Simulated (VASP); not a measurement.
# N (Fm-3m) in VASP: notebook

N is run at these levels: PBE; tasks: single point.

Everything below comes from runs of VASP 6.6.1. Logs are shortened: lines on timing, memory, paths and dates and some standing lists are left out, and cuts for length are marked.

## Step 1: The cell of the first run

Symmetry: Fm-3m, No. 225, cubic system. The conventional cell has a = 3.058 Å, b = 3.058 Å, c = 3.058 Å, α = 90.00°, β = 90.00°, γ = 90.00°. Within 2.9 Å of N (site symmetry m-3m) lie 12 N at 2.16 Å.

## Step 2: Single point, PBE

File INCAR:

```
ALGO = Normal
EDIFF = 1E-6
ENCUT = 520
GGA = PE
ISIF = 2
ISMEAR = -1
LASPH = T
LCHARG = T
LELF = T
LREAL = F
LVHAR = T
LWAVE = F
NBANDS = 8
NELM = 100
PREC = Accurate
SIGMA = 0.06122561905347299
```

File KPOINTS:

```
k-points
0
Gamma
  60 60 60
```

File POSCAR:

```
N
1.0
    0.0000000000      1.5290218163      1.5290218163
    1.5290218163      0.0000000000      1.5290218163
    1.5290218163      1.5290218163      0.0000000000
N
1
Direct
    0.0000000000      0.0000000000      0.0000000000
```

Potentials or basis: VASP PAW PBE potentials, release 64 (N).

Command:

```sh
> cat potpaw_PBE.64/N/POTCAR > POTCAR
> mpirun -np 1 vasp_std > vasp.out
```

OUTCAR:

```text
EDIFF = 1E-6
   ENCUT = 520
   GGA = PE
   ISIF = 2
   ISMEAR = -1
   LASPH = T
   LREAL = F
   NELM = 100
   PREC = Accurate

 ion  position               nearest neighbor table
   1  0.000  0.000  0.000-

  LATTYP: Found a face centered cubic cell.
 ALAT       =     3.0580436326

  Lattice vectors:

 A1 = (   0.0000000000,   1.5290218163,   1.5290218163)
 A2 = (   1.5290218163,   0.0000000000,   1.5290218163)
 A3 = (   1.5290218163,   1.5290218163,   0.0000000000)

Analysis of symmetry for initial positions (statically):
=====================================================================
 Subroutine PRICEL returns:
 Original cell was already a primitive cell.

 Routine SETGRP: Setting up the symmetry group for a
 face centered cubic supercell.

 Subroutine GETGRP returns: Found 48 space group operations
 (whereof 48 operations were pure point group operations)
 out of a pool of 48 trial point group operations.

The static configuration has the point symmetry O_h .

Analysis of symmetry for dynamics (positions and initial velocities):
=====================================================================
 Subroutine PRICEL returns:
 Original cell was already a primitive cell.

 Routine SETGRP: Setting up the symmetry group for a
 face centered cubic supercell.

 Subroutine GETGRP returns: Found 48 space group operations
 (whereof 48 operations were pure point group operations)
 out of a pool of 48 trial point group operations.

The dynamic configuration has the point symmetry O_h .

 Subroutine INISYM returns: Found 48 space group operations
 (whereof 48 operations are pure point group operations),
 and found     1 'primitive' translations

----------------------------------------------------------------------------------------

                                     Primitive cell

  volume of cell :       7.1494

  direct lattice vectors                    reciprocal lattice vectors
     0.000000000  1.529021816  1.529021816    -0.327006453  0.327006453  0.327006453
     1.529021816  0.000000000  1.529021816     0.327006453 -0.327006453  0.327006453
     1.529021816  1.529021816  0.000000000     0.327006453  0.327006453 -0.327006453

  length of vectors
     2.162363390  2.162363390  2.162363390     0.566391790  0.566391790  0.566391790

  position of ions in fractional coordinates (direct lattice)
     0.000000000  0.000000000  0.000000000

  ion indices of the primitive-cell ions
   primitive index   ion index
                 1           1

----------------------------------------------------------------------------------------

 KPOINTS: k-points

Automatic generation of k-mesh.
 Grid dimensions read from file:
 generate k-points for:   60   60   60

 Generating k-lattice:

  Cartesian coordinates                     Fractional coordinates (reciprocal lattice)
    -0.005450108  0.005450108  0.005450108     0.016666667  0.000000000  0.000000000
     0.005450108 -0.005450108  0.005450108     0.000000000  0.016666667  0.000000000
     0.005450108  0.005450108 -0.005450108     0.000000000  0.000000000  0.016666667

  Length of vectors
     0.009439863  0.009439863  0.009439863

  Shift w.r.t. Gamma in fractional coordinates (k-lattice)
     0.000000000  0.000000000  0.000000000

 Subroutine IBZKPT returns following result:
 ===========================================

 Found   5216 irreducible k-points:

 Following reciprocal coordinates:
            Coordinates               Weight
  0.000000  0.000000  0.000000      1.000000
  0.016667  0.000000  0.000000      8.000000
  0.033333  0.000000  0.000000      8.000000
  0.050000  0.000000  0.000000      8.000000
  0.066667  0.000000  0.000000      8.000000
  0.083333  0.000000  0.000000      8.000000
[... 16 lines left out ...]
  0.366667  0.000000  0.000000      8.000000
  0.383333  0.000000  0.000000      8.000000
 [... further k-points ...]
   k-points           NKPTS =   5216   k-points in BZ     NKDIM =   5216   number of bands    NBANDS=      8
   number of dos      NEDOS =    301   number of ions     NIONS =      1
   total plane-waves  NPLWV =   4096
   dimension x,y,z NGX =    16 NGY =   16 NGZ =   16
   dimension x,y,z NGXF=    32 NGYF=   32 NGZF=   32
   ions per type =               1
   NGX,Y,Z   is equivalent  to a cutoff of  12.30, 12.30, 12.30 a.u.
   NGXF,Y,Z  is equivalent  to a cutoff of  24.60, 24.60, 24.60 a.u.
 SYSTEM =  unknown system
   PREC   = accura    normal or accurate (medium, high low for compatibility)
   ISTART =      0    job   : 0-new  1-cont  2-samecut
   ICHARG =      2    charge: 1-file 2-atom 10-const
   ISPIN  =      1    spin polarized calculation?
   LNONCOLLINEAR =      F non collinear calculations
   LSORBIT =      F    spin-orbit coupling
   LASPH  =      T    aspherical Exc in radial PAW
   ENCUT  =  520.0 eV  38.22 Ry    6.18 a.u.   4.02  4.02  4.02*2*pi/ulx,y,z
   NELM   =    100;   NELMIN=  2; NELMDL= -5     # of ELM steps
   EDIFF  = 0.1E-05   stopping-criterion for ELM
   LREAL  =      F    real-space projection
   EDIFFG = 0.1E-04   stopping-criterion for IOM
   NSW    =      0    number of steps for IOM
   IBRION =     -1    ionic relax: 0-MD 1-quasi-New 2-CG
   NFREE  =      0    steps in history (QN), initial steepest desc. (CG)
   ISIF   =      2    stress and relaxation
   ISYM   =      2    0-nonsym 1-usesym 2-fastsym
   POTIM  = 0.5000    time-step for ionic-motion
   TEBEG  =    0.0;   TEEND  =   0.0 temperature during run
   PSTRESS=    0.0 pullay stress
   NELECT =       5.0000    total number of electrons
   NUPDOWN=      -1.0000    fix difference up-down
   EMIN   =  10.00;   EMAX   =-10.00  energy-range for DOS
   EFERMI =   0.00;   METHOD = LEGACY
   ISMEAR =    -1;   SIGMA  =   0.06  broadening in eV -4-tet -1-fermi 0-gaus
   EFERMI_NEDOS =   21; number of points for ismear=-14 and -15
   IALGO  =     38    algorithm
   IMIX   =      4    mixing-type and parameters
     AMIX     =   0.40;   BMIX     =  1.00
     AMIX_MAG =   1.60;   BMIX_MAG =  1.00
  volume/ion in A,a.u.               =       7.15        48.25
  Fermi-wavevector in a.u.,A,eV,Ry     =   1.453141  2.746039 28.730326  2.111619
  Thomas-Fermi vector in A             =   2.570442
   LORBIT       =      0    0 simple, 1 ext, 2 COOP (PROOUT), +10 PAW based schemes
   GGA     = PE    functional components
[... 5 lines left out ...]
 non-spin polarized calculation
  energy-cutoff  :      520.00
  volume of cell :        7.15
 maximum number of plane-waves:       202
   NGX =  9   NGY =  9   NGZ =  9

 number of electron       4.9999999 magnetization

 Free energy of the ion-electron system (eV)
  ---------------------------------------------------
  ext. energy  EPLUGINS =         0.00000000
  ---------------------------------------------------
  free energy    TOTEN  =        -3.82625644 eV

  energy without entropy =       -3.81812985  energy(sigma->0) =       -3.82219314

 E-fermi :   6.1517     XC(G=0): -12.9077

 val. band max:        6.1502786162   @ k =  -0.4667   0.5000   0.0333
 cond. band min:       6.1529163554   @ k =   0.2833   0.2167   0.0000
 fundamental gap:      0.0026377392
 Fermi energy:         6.1516955649

 k-point     1 :       0.0000    0.0000    0.0000
  band No.  band energies     occupation
      1     -14.6386      2.00000
      2      10.4557      0.00000
      3      10.4557      0.00000
      4      10.4557      0.00000
      5      30.9417      0.00000
      6      38.7395      0.00000
      7      38.7395      0.00000
      8      38.7395      0.00000

 k-point     2 :       0.0167    0.0000    0.0000
  band No.  band energies     occupation
      1     -14.6280      2.00000
      2      10.4272      0.00000
      3      10.4517      0.00000
      4      10.4517      0.00000
      5      30.9504      0.00000
      6      38.5882      0.00000
      7      38.7536      0.00000
      8      38.7536      0.00000

 k-point     3 :       0.0333    0.0000    0.0000
  band No.  band energies     occupation
      1     -14.5960      2.00000
      2      10.3420      0.00000
      3      10.4399      0.00000
      4      10.4399      0.00000
      5      30.9764      0.00000
      6      38.1918      0.00000
      7      38.7954      0.00000
      8      38.7954      0.00000

 k-point     4 :       0.0500    0.0000    0.0000
  band No.  band energies     occupation
      1     -14.5429      2.00000
      2      10.2006      0.00000
      3      10.4203      0.00000
      4      10.4203      0.00000
      5      31.0187      0.00000
      6      37.6557      0.00000
      7      38.8628      0.00000
      8      38.8628      0.00000

 k-point     5 :       0.0667    0.0000    0.0000
  band No.  band energies     occupation
      1     -14.4687      2.00000
      2      10.0047      0.00000
      3      10.3934      0.00000
      4      10.3934      0.00000
      5      31.0755      0.00000
      6      37.0602      0.00000
      7      38.9520      0.00000
      8      38.9520      0.00000
[... 177 lines left out ...]
 k-point    22 :       0.3500    0.0000    0.0000
  band No.  band energies     occupation
      1     -10.1826      2.00000
      2       1.3359      2.00000
      3       9.4300      0.00000
      4       9.4300      0.00000
      5      29.7373      0.00000
      6      33.6653      0.00000
      7      37.2751      0.00000
      8      37.2751      0.00000

 k-point    23 :       0.3667    0.0000    0.0000
  band No.  band energies     occupation
      1      -9.7876      2.00000
      2       0.7288      2.00000
      3       9.3833      0.00000
      4       9.3833      0.00000
      5      29.6032      0.00000
      6      33.7132      0.00000
      7      37.0561      0.00000
      8      37.0561      0.00000

 k-point    24 :       0.3833    0.0000    0.0000
  band No.  band energies     occupation
      1      -9.3880      2.00000
      2       0.1380      2.00000
      3       9.3413      0.00000
      4       9.3413      0.00000
      5      29.4868      0.00000
      6      33.7516      0.00000
      7      36.8583      0.00000
      8      36.8583      0.00000

 [... further k-points ...]

------------------------ aborting loop because EDIFF is reached ----------------------------------------

  FORCE on cell =-STRESS in cart. coord.  units (eV):
  Direction    XX          YY          ZZ          XY          YZ          ZX
  --------------------------------------------------------------------------------------
  -------------------------------------------------------------------------------------
  Total        0.5441984      0.5441984      0.5441984     -0.0000000      0.0000000     -0.0000000
  in kB      121.9542123    121.9542123    121.9542123     -0.0000000      0.0000000     -0.0000000
  external PRESSURE =     121.9542123 kB  Pullay stress =       0.0000000 kB

 VOLUME and BASIS-vectors are now :
 -----------------------------------------------------------------------------
  energy-cutoff  :      520.00
  volume of cell :        7.15
      direct lattice vectors                 reciprocal lattice vectors
     0.000000000  1.529021816  1.529021816    -0.327006453  0.327006453  0.327006453
     1.529021816  0.000000000  1.529021816     0.327006453 -0.327006453  0.327006453
     1.529021816  1.529021816  0.000000000     0.327006453  0.327006453 -0.327006453

 POSITION                                       TOTAL-FORCE (eV/Angst)
 -----------------------------------------------------------------------------------
      0.00000      0.00000      0.00000        -0.000000     -0.000000      0.000000
 -----------------------------------------------------------------------------------
    total drift:                               -0.000000      0.000000     -0.000000

  FREE ENERGIE OF THE ION-ELECTRON SYSTEM (eV)
  ---------------------------------------------------
  free  energy   TOTEN  =        -3.8262564367 eV

  energy  without entropy=       -3.8181298454  energy(sigma->0) =       -3.82219314
```

It took 2.3 min on 1 thread of Intel Xeon 8259CL, shared host; peak memory 0.34 GiB.

Results:

| Quantity | Value |
| --- | --- |
| Free energy | -3.8263 eV |
| Pressure | 12.2 GPa |
| Band gap on the k mesh | zero (an odd number of electrons rules out a gap without spin polarisation) |

Caveat: the cell stands under pressure.

## Step 3: Single point, PBE

This run uses another cell than the first one, of 7.30 Å³/atom.

File INCAR:

```
SYSTEM = N
PREC = Accurate ; ENCUT = 520
EDIFF = 1E-6 ; ISMEAR = -1
SIGMA = 0.06122561905347299 ; LREAL = .False.
LASPH = .True. ; NELM = 100
ALGO = Normal ; ISIF = 2
LWAVE = .False. ; LCHARG = .True.
GGA = PE ; LELF = .True.
LVHAR = .True. ; NBANDS = 8
```

File KPOINTS:

```
Automatic mesh
0
Gamma
  60 60 60
  0 0 0
```

File POSCAR:

```
N
1.0
    0.0000000000      1.5397899303      1.5397899303
    1.5397899303      0.0000000000      1.5397899303
    1.5397899303      1.5397899303      0.0000000000
N
1
Direct
    0.0000000000      0.0000000000      0.0000000000
```

Potentials or basis: VASP PAW PBE potentials, release 64 (N).

Command:

```sh
> cat potpaw_PBE.64/N/POTCAR > POTCAR
> mpirun -np 1 vasp_std > vasp.out
```

OUTCAR:

```text
SYSTEM = N
   PREC = Accurate
   ENCUT = 520
   EDIFF = 1E-6
   ISMEAR = -1
   LREAL = .False.
   LASPH = .True.
   NELM = 100
   ISIF = 2
   GGA = PE

 ion  position               nearest neighbor table
   1  0.000  0.000  0.000-

  LATTYP: Found a face centered cubic cell.
 ALAT       =     3.0795798606

  Lattice vectors:

 A1 = (   0.0000000000,   1.5397899303,   1.5397899303)
 A2 = (   1.5397899303,   0.0000000000,   1.5397899303)
 A3 = (   1.5397899303,   1.5397899303,   0.0000000000)

Analysis of symmetry for initial positions (statically):
=====================================================================
 Subroutine PRICEL returns:
 Original cell was already a primitive cell.

 Routine SETGRP: Setting up the symmetry group for a
 face centered cubic supercell.

 Subroutine GETGRP returns: Found 48 space group operations
 (whereof 48 operations were pure point group operations)
 out of a pool of 48 trial point group operations.

The static configuration has the point symmetry O_h .

Analysis of symmetry for dynamics (positions and initial velocities):
[... 157 lines left out ...]

 val. band max:        5.8610243779   @ k =  -0.2500   0.3833   0.1833
 cond. band min:       5.8615348303   @ k =  -0.4500   0.4000   0.1500
 fundamental gap:      0.0005104524
 Fermi energy:         5.8615054042

 k-point     1 :       0.0000    0.0000    0.0000
  band No.  band energies     occupation
      1     -14.6548      2.00000
      2      10.0520      0.00000
      3      10.0520      0.00000
      4      10.0520      0.00000
      5      30.1154      0.00000
      6      38.1792      0.00000
      7      38.1792      0.00000
      8      38.1792      0.00000
[... 243 lines left out ...]
 k-point    24 :       0.3833    0.0000    0.0000
  band No.  band energies     occupation
      1      -9.5219      2.00000
      2      -0.0406      2.00000
      3       8.9678      0.00000
      4       8.9678      0.00000
      5      28.8947      0.00000
      6      33.0827      0.00000
      7      36.3251      0.00000
      8      36.3251      0.00000

 [... further k-points ...]

------------------------ aborting loop because EDIFF is reached ----------------------------------------

  FORCE on cell =-STRESS in cart. coord.  units (eV):
  Direction    XX          YY          ZZ          XY          YZ          ZX
  --------------------------------------------------------------------------------------
  -------------------------------------------------------------------------------------
  Total        0.3452952      0.3452952      0.3452952      0.0000000      0.0000000      0.0000000
  in kB       75.7681585     75.7681585     75.7681585      0.0000000      0.0000000      0.0000000
  external PRESSURE =      75.7681585 kB  Pullay stress =       0.0000000 kB

 VOLUME and BASIS-vectors are now :
 -----------------------------------------------------------------------------
  energy-cutoff  :      520.00
  volume of cell :        7.30
      direct lattice vectors                 reciprocal lattice vectors
     0.000000000  1.539789930  1.539789930    -0.324719619  0.324719619  0.324719619
     1.539789930  0.000000000  1.539789930     0.324719619 -0.324719619  0.324719619
     1.539789930  1.539789930  0.000000000     0.324719619  0.324719619 -0.324719619

 POSITION                                       TOTAL-FORCE (eV/Angst)
 -----------------------------------------------------------------------------------
      0.00000      0.00000      0.00000         0.000000     -0.000000     -0.000000
 -----------------------------------------------------------------------------------
    total drift:                                0.000000      0.000000     -0.000000

  FREE ENERGIE OF THE ION-ELECTRON SYSTEM (eV)
  ---------------------------------------------------
  free  energy   TOTEN  =        -3.8359393180 eV

  energy  without entropy=       -3.8276440565  energy(sigma->0) =       -3.83179169
```

OSZICAR:

```text
N       E                     dE             d eps       ncg     rms          rms(c)
DAV:   1     0.238369560116E+00    0.23837E+00   -0.26257E+03 93240   0.542E+02
DAV:   2    -0.381838046967E+01   -0.40568E+01   -0.38107E+01106888   0.679E+01
DAV:   3    -0.383648407396E+01   -0.18104E-01   -0.17990E-01 94216   0.397E+00
DAV:   4    -0.383648873792E+01   -0.46640E-05   -0.46633E-05116208   0.615E-02
DAV:   5    -0.383648873822E+01   -0.29547E-09   -0.66446E-09 96184   0.531E-04    0.961E-01
DAV:   6    -0.383554940896E+01    0.93933E-03   -0.28858E-03 90424   0.385E-01    0.544E-01
DAV:   7    -0.383585176127E+01   -0.30235E-03   -0.21742E-03 86680   0.346E-01    0.110E-01
DAV:   8    -0.383593894674E+01   -0.87185E-04   -0.71691E-05 87448   0.798E-02    0.713E-03
DAV:   9    -0.383593931797E+01   -0.37123E-06   -0.46451E-07 98728   0.658E-03
   1 F= -.38359393E+01 E0= -.38317917E+01  d E =-.829526E-02
```

stdout:

```text
POSCAR found type information on POSCAR N
 POSCAR found :  1 types and       1 ions
 scaLAPACK will be used
 LDA part: xc-table for (Slater+PW92), standard interpolation
 POSCAR, INCAR and KPOINTS ok, starting setup
 FFT: planning ... GRIDC
 FFT: planning ... GRID_SOFT
 FFT: planning ... GRID
 WAVECAR not read
 entering main loop
```

Run time: 2.5 min. Hardware: 1 thread of Intel Xeon 8259CL, shared host; peak memory 0.35 GiB.

Results:

* Free energy: -3.8359 eV
* Pressure: 7.6 GPa
* Band gap on the k mesh: zero (an odd number of electrons rules out a gap without spin polarisation)

Caveat: the cell stands under pressure.
